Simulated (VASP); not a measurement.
## CuO: single point with PBE

CuO:

```
Cu O
1.0
     2.34635   -1.71415    0.00000
     2.34635    1.71415    0.00000
    -0.85192    0.00000    5.06587
Cu O
2 2
Direct
  0.00330 0.49670 0.00000
  0.49670 0.00330 0.50000
  0.57190 0.40730 0.26020
  0.40730 0.57190 0.76020
```

```
Program                : VASP 6.6.1
Task                   : single point
Functional             : PBE
Potentials or basis    : VASP PAW PBE potentials, release 64 (Cu_sv_GW, O)
Cutoff                 : 820 eV
k mesh                 : 7 × 7 × 4
Occupations            : fermi-dirac, width 0.02 eV
Spin                   : collinear spin
Starting moments       : [1.0, 1.0, 0.0, 0.0] μB
Dipole correction      : no
Further INCAR settings : ALGO = Normal; EDIFF = 1e-06; NBANDS = 37
```

```json
{
  "Pressure": "5.0 GPa",
  "Largest force": "0.984 eV/Å",
  "Band gap on the k mesh": "zero (filled and empty bands overlap)",
  "Net moment": "0.00 μB per cell",
  "Valence electrons inside the program's atomic spheres": "Cu 17.48; O 4.96"
}
```

Forces in eV/Å, atoms in the order of the input:
```
Cu  -0.676  0.296  0.606
Cu  -0.676 -0.296  0.606
O    0.676  0.379 -0.606
O    0.676 -0.379 -0.606
```

Stress tensor (GPa, compression positive):
```
 5.11  0.00 -2.35
 0.00  5.70  0.00
-2.35  0.00  4.14
```

Levels at points of the mesh, in eV from the Fermi level:
Spin up:
```tsv
k point	band 23	band 24	band 25	band 26	band 27	band 28
(0.00, 0.00, 0.00)	-2.11	-1.64	0.22	0.92	1.66	6.00
(0.00, 0.00, 0.50)	-1.47	-1.47	0.26	0.26	3.88	3.88
```
Spin down:
| k point | band 22 | band 23 | band 24 | band 25 | band 26 | band 27 | band 28 | band 29 |
| --- | --- | --- | --- | --- | --- | --- | --- | --- |
| (0.00, 0.00, 0.00) | -2.21 | -2.11 | -1.64 | 0.22 | 0.92 | 1.66 | 6.00 | 8.07 |
| (0.00, 0.00, 0.50) | -2.21 | -1.47 | -1.47 | 0.26 | 0.26 | 3.88 | 3.88 | 11.62 |

Wall time 8.5 min on 1 thread of Intel(R) Xeon(R) Platinum 8259CL CPU @ 2.50GHz (Skylake/Cascade Lake), with other jobs on the host, peak memory 0.41 GiB.

Caveat: the cell stands under pressure; semilocal functionals often make such compounds metallic where correlation or magnetic order opens a gap, which also shifts bond lengths. With open d or f shells a metallic result of PBE can be an artefact of self-interaction; +U or a hybrid may open a gap.
